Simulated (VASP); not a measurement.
# BAs (P4_2/mnm) in VASP: further runs

The runs below take BAs through single point, relaxation of cell and atoms, with PBE.

All numbers are computed with VASP 6.6.1; they aren't measurements. Logs are shortened: lines on timing, memory, paths and dates and some standing lists are left out, and cuts for length are marked.

### 1 The cell of the first run

It takes space group P4_2/mnm (No. 136, tetragonal). Conventional cell: a = 5.888 Å, b = 5.888 Å, c = 3.390 Å, α = 90.00°, β = 90.00°, γ = 90.00°. B (site symmetry m2m) has 4 As at 2.06 to 2.11 Å within 2.7 Å. Within 2.7 Å of As (site symmetry m2m) lie 4 B at 2.06 to 2.11 Å.

### 2 Single point, PBE

File INCAR:

```
SYSTEM = BAs
PREC = Accurate
ENCUT = 520
EDIFF = 1E-6
ISMEAR = 0
SIGMA = 0.02
LREAL = .FALSE.
LASPH = .TRUE.
NELM = 100
ALGO = Normal
ISIF = 2
LWAVE = .FALSE.
LCHARG = .TRUE.
GGA = PE
LELF = .TRUE.
LVHAR = .TRUE.
NBANDS = 26
```

File KPOINTS:

```
regular mesh
0
G
  6 6 8
  0 0 0
```

File POSCAR:

```
BAs
1.0
    5.8883421561      0.0000000000      0.0000000000
    0.0000000000      5.8883421561      0.0000000000
    0.0000000000      0.0000000000      3.3895867269
B As
4 4
Direct
    0.6772683981      0.6772683981      0.0000000000
    0.1772683981      0.8227316019      0.5000000000
    0.8227316019      0.1772683981      0.5000000000
    0.3227316019      0.3227316019      0.0000000000
    0.8186062020      0.8186062020      0.5000000000
    0.1813937980      0.1813937980      0.5000000000
    0.6813937980      0.3186062020      0.0000000000
    0.3186062020      0.6813937980      0.0000000000
```

Potentials or basis: VASP PAW PBE potentials, release 64 (B, As).

Launch:

```bash
$ cat potpaw_PBE.64/B/POTCAR potpaw_PBE.64/As/POTCAR > POTCAR
$ mpirun -np 1 vasp_std > vasp.out
```

OUTCAR:

```text
SYSTEM = BAs
   PREC = Accurate
   ENCUT = 520
   EDIFF = 1E-6
   ISMEAR = 0
   LREAL = .FALSE.
   LASPH = .TRUE.
   NELM = 100
   ISIF = 2
   GGA = PE

 ion  position               nearest neighbor table
   1  0.677  0.677  0.000-   5 2.06   5 2.06   8 2.11   7 2.11
   2  0.177  0.823  0.500-   8 2.06   8 2.06   5 2.11   6 2.11
   3  0.823  0.177  0.500-   7 2.06   7 2.06   5 2.11   6 2.11
   4  0.323  0.323  0.000-   6 2.06   6 2.06   8 2.11   7 2.11
   5  0.819  0.819  0.500-   1 2.06   1 2.06   3 2.11   2 2.11
   6  0.181  0.181  0.500-   4 2.06   4 2.06   2 2.11   3 2.11
   7  0.681  0.319  0.000-   3 2.06   3 2.06   4 2.11   1 2.11
   8  0.319  0.681  0.000-   2 2.06   2 2.06   4 2.11   1 2.11

  LATTYP: Found a simple tetragonal cell.
 ALAT       =     5.8883421561
 C/A-ratio  =     0.5756436425

  Lattice vectors:

 A1 = (   5.8883421561,   0.0000000000,   0.0000000000)
 A2 = (   0.0000000000,   5.8883421561,   0.0000000000)
 A3 = (   0.0000000000,   0.0000000000,   3.3895867269)

Analysis of symmetry for initial positions (statically):
=====================================================================
 Subroutine PRICEL returns:
 Original cell was already a primitive cell.

 Routine SETGRP: Setting up the symmetry group for a
 simple tetragonal supercell.

 Subroutine GETGRP returns: Found 16 space group operations
 (whereof  8 operations were pure point group operations)
 out of a pool of 16 trial point group operations.

The static configuration has the point symmetry D_2h.
 The point group associated with its full space group is D_4h.

Analysis of symmetry for dynamics (positions and initial velocities):
=====================================================================
 Subroutine PRICEL returns:
 Original cell was already a primitive cell.

 Routine SETGRP: Setting up the symmetry group for a
 simple tetragonal supercell.

 Subroutine GETGRP returns: Found 16 space group operations
 (whereof  8 operations were pure point group operations)
 out of a pool of 16 trial point group operations.

The dynamic configuration has the point symmetry D_2h.
 The point group associated with its full space group is D_4h.

 Subroutine INISYM returns: Found 16 space group operations
 (whereof  8 operations are pure point group operations),
 and found     1 'primitive' translations

----------------------------------------------------------------------------------------

                                     Primitive cell

  volume of cell :     117.5257

  direct lattice vectors                    reciprocal lattice vectors
     5.888342156  0.000000000  0.000000000     0.169827088  0.000000000  0.000000000
     0.000000000  5.888342156  0.000000000     0.000000000  0.169827088  0.000000000
     0.000000000  0.000000000  3.389586727     0.000000000  0.000000000  0.295021217

  length of vectors
     5.888342156  5.888342156  3.389586727     0.169827088  0.169827088  0.295021217

  position of ions in fractional coordinates (direct lattice)
     0.677268398  0.677268398  0.000000000
     0.177268398  0.822731602  0.500000000
     0.822731602  0.177268398  0.500000000
     0.322731602  0.322731602  0.000000000
     0.818606202  0.818606202  0.500000000
     0.181393798  0.181393798  0.500000000
     0.681393798  0.318606202  0.000000000
     0.318606202  0.681393798  0.000000000

  ion indices of the primitive-cell ions
   primitive index   ion index
                 1           1
                 2           2
                 3           3
                 4           4
                 5           5
                 6           6
                 7           7
                 8           8

----------------------------------------------------------------------------------------

 KPOINTS: regular mesh

Automatic generation of k-mesh.
 Grid dimensions read from file:
 generate k-points for:    6    6    8

 Generating k-lattice:

  Cartesian coordinates                     Fractional coordinates (reciprocal lattice)
[... 50 lines left out ...]
  ---------------------------------------------------
  ext. energy  EPLUGINS =         0.00000000
  ---------------------------------------------------
  free energy    TOTEN  =       -44.70881070 eV

  energy without entropy =      -44.70881070  energy(sigma->0) =      -44.70881070

 E-fermi :   5.5987     XC(G=0): -10.1661

 val. band max:        5.5017356083   @ k =   0.0000   0.0000   0.0000
 cond. band min:       6.3430425435   @ k =   0.0000   0.0000   0.2500
 fundamental gap:      0.8413069351
 Fermi energy:         5.5986774985

 k-point     1 :       0.0000    0.0000    0.0000
  band No.  band energies     occupation
      1      -9.6865      2.00000
      2      -7.0414      2.00000
      3      -7.0414      2.00000
      4      -6.5547      2.00000
      5      -3.4322      2.00000
      6      -1.2113      2.00000
[... 18 lines left out ...]
     25      10.1938      0.00000
     26      11.3412      0.00000

 k-point     2 :       0.1667    0.0000    0.0000
  band No.  band energies     occupation
      1      -9.5924      2.00000
      2      -7.5650      2.00000
      3      -6.9616      2.00000
      4      -6.2188      2.00000
      5      -3.5467      2.00000
      6      -1.5605      2.00000
[... 18 lines left out ...]
     25      10.9511      0.00000
     26      11.3609      0.00000

 k-point     3 :       0.3333    0.0000    0.0000
  band No.  band energies     occupation
      1      -9.3134      2.00000
      2      -8.2592      2.00000
      3      -6.7344      2.00000
      4      -6.1435      2.00000
      5      -3.4630      2.00000
      6      -2.3004      2.00000
[... 572 lines left out ...]
 k-point    23 :       0.3333    0.0000    0.2500
  band No.  band energies     occupation
      1      -8.6948      2.00000
      2      -7.7066      2.00000
      3      -6.1865      2.00000
      4      -5.8107      2.00000
      5      -3.0513      2.00000
      6      -2.2573      2.00000
[... 18 lines left out ...]
     25      11.7961      0.00000
     26      12.3677      0.00000

 k-point    24 :       0.5000    0.0000    0.2500
  band No.  band energies     occupation
      1      -8.2674      2.00000
      2      -8.2674      2.00000
      3      -5.9467      2.00000
      4      -5.9467      2.00000
      5      -2.7973      2.00000
      6      -2.7973      2.00000
[... 18 lines left out ...]
     25      11.5664      0.00000
     26      11.5664      0.00000

 [... further k-points ...]

------------------------ aborting loop because EDIFF is reached ----------------------------------------

  FORCE on cell =-STRESS in cart. coord.  units (eV):
  Direction    XX          YY          ZZ          XY          YZ          ZX
  --------------------------------------------------------------------------------------
  -------------------------------------------------------------------------------------
  Total        0.4164161      0.4164161      0.4520200      0.0000000      0.0000000      0.0000000
  in kB        5.6768226      5.6768226      6.1621944      0.0000000      0.0000000      0.0000000
  external PRESSURE =       5.8386132 kB  Pullay stress =       0.0000000 kB

 VOLUME and BASIS-vectors are now :
 -----------------------------------------------------------------------------
  energy-cutoff  :      520.00
  volume of cell :      117.53
      direct lattice vectors                 reciprocal lattice vectors
     5.888342156  0.000000000  0.000000000     0.169827088  0.000000000  0.000000000
     0.000000000  5.888342156  0.000000000     0.000000000  0.169827088  0.000000000
     0.000000000  0.000000000  3.389586727     0.000000000  0.000000000  0.295021217

 POSITION                                       TOTAL-FORCE (eV/Angst)
 -----------------------------------------------------------------------------------
      3.98799      3.98799      0.00000         0.000996      0.000996     -0.000000
      1.04382      4.84453      1.69479         0.000996     -0.000996     -0.000000
      4.84453      1.04382      1.69479        -0.000996      0.000996     -0.000000
      1.90035      1.90035      0.00000        -0.000996     -0.000996      0.000000
      4.82023      4.82023      1.69479        -0.000974     -0.000974     -0.000000
      1.06811      1.06811      1.69479         0.000974      0.000974      0.000000
      4.01228      1.87606      0.00000         0.000974     -0.000974     -0.000000
      1.87606      4.01228      0.00000        -0.000974      0.000974      0.000000
 -----------------------------------------------------------------------------------
    total drift:                               -0.000000      0.000000      0.000000

  FREE ENERGIE OF THE ION-ELECTRON SYSTEM (eV)
  ---------------------------------------------------
  free  energy   TOTEN  =       -44.7088107004 eV

  energy  without entropy=      -44.7088107004  energy(sigma->0) =      -44.70881070
```

Run time: 1.8 min. Hardware: 1 thread of Intel Xeon Platinum 8259CL at 2.50GHz (Skylake/Cascade Lake), shared host; peak memory 0.31 GiB.

Results:

| Quantity | Value |
| --- | --- |
| Free energy | -44.7088 eV |
| Pressure | 0.6 GPa |
| Band gap on the k mesh | 0.84 eV, indirect (least direct gap 1.17 eV) |

A k mesh can miss the band edges. A hybrid or GW would open this gap; PBE tends to underestimate it.

### 3 Relaxation of cell and atoms, PBE

File INCAR:

```
SYSTEM = BAs
PREC = Accurate
ENCUT = 600
EDIFF = 1E-7
ISMEAR = 0
SIGMA = 0.02
LREAL = .FALSE.
LASPH = .TRUE.
NELM = 100
ALGO = Normal
ISIF = 3
LWAVE = .FALSE.
LCHARG = .FALSE.
GGA = PE
IBRION = 2
NSW = 100
EDIFFG = -0.01
```

KPOINTS is that of step 2.

File POSCAR:

```
BAs
1.0
    5.8856194761      0.0000000000      0.0000000000
    0.0000000000      5.8856194761      0.0000000000
    0.0000000000      0.0000000000      3.3901885292
B As
4 4
Direct
    0.6772658185      0.6772658185      0.0000000000
    0.1772658185      0.8227341815      0.5000000000
    0.8227341815      0.1772658185      0.5000000000
    0.3227341815      0.3227341815      0.0000000000
    0.8185182038      0.8185182038      0.5000000000
    0.1814817962      0.1814817962      0.5000000000
    0.6814817962      0.3185182038      0.0000000000
    0.3185182038      0.6814817962      0.0000000000
```

Potentials or basis: VASP PAW PBE potentials, release 64 (B, As).

Launch:

```bash
$ cat potpaw_PBE.64/B/POTCAR potpaw_PBE.64/As/POTCAR > POTCAR
$ mpirun -np 1 vasp_std > vasp.out
```

Run time: 4.9 min. Hardware: 1 thread of Intel Xeon Platinum 8259CL at 2.50GHz (Skylake/Cascade Lake), shared host; peak memory 0.33 GiB.

Results (log left out):

- Free energy: -44.7132 eV
- Relaxed volume: 14.76 Å³/atom
- Relaxed cell: a = 5.897 Å, b = 5.897 Å, c = 3.395 Å, α = 90.00°, β = 90.00°, γ = 90.00°
- Space group after relaxing (to 0.05 Å): P4_2/mnm (No. 136)
- Energy gained by relaxing: 0.2 meV/atom
- Ionic steps: 5
- Pressure after relaxing: 0.0 GPa
- Largest force after relaxing: 0.004 eV/Å
- Band gap on the k mesh: 0.85 eV, indirect (least direct gap 1.17 eV)

Forces in eV/Å, atoms in the order of the input:
```
B    0.003  0.003  0.000
B    0.003 -0.003  0.000
B   -0.003  0.003  0.000
B   -0.003 -0.003  0.000
As   0.000  0.000  0.000
As   0.000  0.000  0.000
As   0.000  0.000  0.000
As   0.000  0.000  0.000
```

The path:
```tsv
step	energy change (eV)	largest force (eV/Å)	pressure (GPa)	volume (Å³)
1	0.0000	0.0080	0.66	117.44
2	-0.0008	0.0157	-0.40	118.46
3	-0.0013	0.0125	0.00	118.06
4	-0.0013	0.0126	-0.01	118.08
5	-0.0013	0.0042	0.00	118.08
```

Final structure:
```yaml
crystal:
  lattice:
    - [5.89744, 0.00000, 0.00000]
    - [0.00000, 5.89744, 0.00000]
    - [0.00000, 0.00000, 3.39511]
  atoms:
    - { symbol: B, position: [0.67723, 0.67723, 0.00000] }
    - { symbol: B, position: [0.17723, 0.82277, 0.50000] }
    - { symbol: B, position: [0.82277, 0.17723, 0.50000] }
    - { symbol: B, position: [0.32277, 0.32277, 0.00000] }
    - { symbol: As, position: [0.81862, 0.81862, 0.50000] }
    - { symbol: As, position: [0.18138, 0.18138, 0.50000] }
    - { symbol: As, position: [0.68138, 0.31862, 0.00000] }
    - { symbol: As, position: [0.31862, 0.68138, 0.00000] }
```

Levels at points of the mesh, in eV from the valence-band top:
```
           k point  band 13  band 14  band 15  band 16  band 17  band 18  band 19  band 20
(0.00, 0.00, 0.00)    -0.67    -0.27     0.00     0.00     1.17     2.28     2.30     2.30
(0.50, 0.00, 0.00)    -1.66    -1.66    -1.28    -1.28     2.03     2.03     2.99     2.99
(0.50, 0.50, 0.00)    -2.48    -2.48    -2.14    -2.14     2.41     2.41     2.67     2.67
(0.00, 0.00, 0.50)    -3.43    -3.43    -3.41    -3.41     1.85     1.85     4.76     4.77
(0.50, 0.00, 0.50)    -3.20    -3.20    -2.00    -2.00     1.55     1.55     3.58     3.58
(0.50, 0.50, 0.50)    -2.75    -2.75    -2.67    -2.67     1.13     1.13     2.13     2.13
```

### 4 Single point, PBE

This run uses another cell than the first one, of 13.27 Å³/atom, 0.903 times its volume.

File INCAR:

```
  PREC = Accurate
  ENCUT = 520
  EDIFF = 1E-7
  ISMEAR = 0
  SIGMA = 0.1
  LREAL = F
  LASPH = T
  NELM = 100
  ALGO = Normal
  ISIF = 2
  LWAVE = F
  LCHARG = F
  GGA = PE
  NBANDS = 26
```

File KPOINTS:

```
regular mesh
0
Gamma
  4 4 6
```

File POSCAR:

```
BAs
1.0
    5.6136901800      0.0000000000      0.0000000000
    0.0000000000      5.6136901800      0.0000000000
    0.0000000000      0.0000000000      3.3692092000
B As
4 4
Direct
    0.6804985700      0.6804985700      0.0000000000
    0.1804985700      0.8195014300      0.5000000000
    0.8195014300      0.1804985700      0.5000000000
    0.3195014300      0.3195014300      0.0000000000
    0.8195014300      0.8195014300      0.5000000000
    0.1804985700      0.1804985700      0.5000000000
    0.6804985700      0.3195014300      0.0000000000
    0.3195014300      0.6804985700      0.0000000000
```

Launch:

```bash
$ cat potpaw_PBE.64/B/POTCAR potpaw_PBE.64/As/POTCAR > POTCAR
$ mpirun -np 1 vasp_std > vasp.out
```

It took 57 s on 1 thread of Intel Xeon Platinum 8259CL at 2.50GHz (Skylake/Cascade Lake), shared host; peak memory 0.23 GiB.

It converged, with:

```yaml
Free_energy: -44.0475 eV
Pressure: 15.8 GPa
Largest_force: 0.574 eV/Å
Band_gap_on_the_k_mesh: 0.36 eV, direct
```

Forces on the atoms (eV/Å):
```
B    0.135  0.135  0.000
B    0.135 -0.135  0.000
B   -0.135  0.135  0.000
B   -0.135 -0.135  0.000
As  -0.406 -0.406  0.000
As   0.406  0.406  0.000
As   0.406 -0.406  0.000
As  -0.406  0.406  0.000
```

Stress tensor (GPa, compression positive):
```
19.95  0.00  0.00
 0.00 19.95  0.00
 0.00  0.00  7.57
```

Levels at points of the mesh, in eV from the valence-band top:
| k point | band 12 | band 13 | band 14 | band 15 | band 16 | band 17 | band 18 | band 19 | band 20 | band 21 |
| --- | --- | --- | --- | --- | --- | --- | --- | --- | --- | --- |
| (0.00, 0.00, 0.00) | -2.67 | -0.98 | -0.61 | 0.00 | 0.00 | 0.36 | 1.74 | 2.77 | 2.77 | 3.09 |
| (0.50, 0.00, 0.00) | -3.58 | -1.88 | -1.88 | -1.83 | -1.83 | 1.33 | 1.33 | 3.42 | 3.42 | 3.94 |
| (0.50, 0.50, 0.00) | -3.49 | -2.86 | -2.86 | -2.64 | -2.64 | 2.09 | 2.09 | 2.19 | 2.19 | 2.86 |
| (0.00, 0.00, 0.50) | -4.88 | -3.98 | -3.98 | -3.83 | -3.83 | 1.59 | 1.59 | 5.09 | 5.09 | 5.26 |
| (0.50, 0.00, 0.50) | -5.01 | -3.78 | -3.78 | -2.16 | -2.16 | 1.39 | 1.39 | 4.03 | 4.03 | 4.15 |
| (0.50, 0.50, 0.50) | -3.24 | -3.06 | -3.06 | -3.02 | -3.02 | 1.38 | 1.38 | 2.04 | 2.04 | 2.33 |

A k mesh can miss the band edges.

### 5 Single point, PBE

File INCAR:

```
PREC = Accurate
ENCUT = 520
EDIFF = 1E-6
ISMEAR = 0
SIGMA = 0.1
LREAL = False
LASPH = True
NELM = 100
ALGO = Normal
ISIF = 2
LWAVE = False
LCHARG = False
GGA = PE
NBANDS = 26
```

KPOINTS is that of step 4.

File POSCAR:

```
BAs
1.0
    5.8856194761      0.0000000000      0.0000000000
    0.0000000000      5.8856194761      0.0000000000
    0.0000000000      0.0000000000      3.3901885292
B As
4 4
Direct
    0.6772658185      0.6772658185      0.0000000000
    0.1772658185      0.8227341815      0.5000000000
    0.8227341815      0.1772658185      0.5000000000
    0.3227341815      0.3227341815      0.0000000000
    0.8185182038      0.8185182038      0.5000000000
    0.1814817962      0.1814817962      0.5000000000
    0.6814817962      0.3185182038      0.0000000000
    0.3185182038      0.6814817962      0.0000000000
```

Launch:

```bash
$ cat potpaw_PBE.64/B/POTCAR potpaw_PBE.64/As/POTCAR > POTCAR
$ mpirun -np 1 vasp_std > vasp.out
```

Run time: 55 s. Hardware: 1 thread of Intel Xeon Platinum 8259CL at 2.50GHz (Skylake/Cascade Lake), shared host; peak memory 0.26 GiB.

The run converged. Its results:

- Free energy: -44.6955 eV
- Pressure: 0.7 GPa
- Largest force: 0.005 eV/Å
- Band gap on the k mesh: 0.83 eV, indirect (least direct gap 1.15 eV)

Forces on the atoms (eV/Å):
```
B    0.000  0.000  0.000
B    0.000  0.000  0.000
B    0.000  0.000  0.000
B    0.000  0.000  0.000
As   0.003  0.003  0.000
As  -0.003 -0.003  0.000
As  -0.003  0.003  0.000
As   0.003 -0.003  0.000
```

Levels at points of the mesh, in eV from the valence-band top:
```tsv
k point	band 12	band 13	band 14	band 15	band 16	band 17	band 18	band 19	band 20	band 21
(0.00, 0.00, 0.00)	-2.03	-0.68	-0.28	0.00	0.00	1.15	2.27	2.31	2.31	3.44
(0.50, 0.00, 0.00)	-3.21	-1.67	-1.67	-1.30	-1.30	2.02	2.02	3.00	3.00	3.93
(0.50, 0.50, 0.00)	-2.69	-2.51	-2.51	-2.16	-2.16	2.40	2.40	2.67	2.67	3.10
(0.00, 0.00, 0.50)	-4.06	-3.45	-3.45	-3.43	-3.43	1.84	1.84	4.77	4.77	4.81
(0.50, 0.00, 0.50)	-4.40	-3.23	-3.23	-2.01	-2.01	1.54	1.54	3.59	3.59	4.11
(0.50, 0.50, 0.50)	-2.81	-2.77	-2.77	-2.69	-2.69	1.13	1.13	2.12	2.12	2.31
```

A k mesh can miss the band edges. A hybrid or GW would open this gap; PBE tends to underestimate it.

### 6 Summary

```tsv
task	cell	k mesh	cutoff (eV)	smearing	gap on the mesh (eV)	pressure (GPa)
single point	a = 5.888, b = 5.888, c = 3.390 Å, 8 atoms	6 × 6 × 8	520	gaussian 0.02 eV	0.84	0.6
relaxation of cell and atoms	relaxed from a = 5.886, b = 5.886, c = 3.390 Å, 8 atoms	6 × 6 × 8	600	gaussian 0.02 eV	0.85	0.0
single point	a = 5.614, b = 5.614, c = 3.369 Å, 8 atoms	4 × 4 × 6	520	gaussian 0.1 eV	0.36	15.8
single point	a = 5.886, b = 5.886, c = 3.390 Å, 8 atoms	4 × 4 × 6	520	gaussian 0.1 eV	0.83	0.7
```

Alike in all rows: level PBE; potentials or basis VASP PAW PBE potentials, release 64 (B, As); no spin polarisation.

Absolute energies hang on the potentials; compare differences alone.
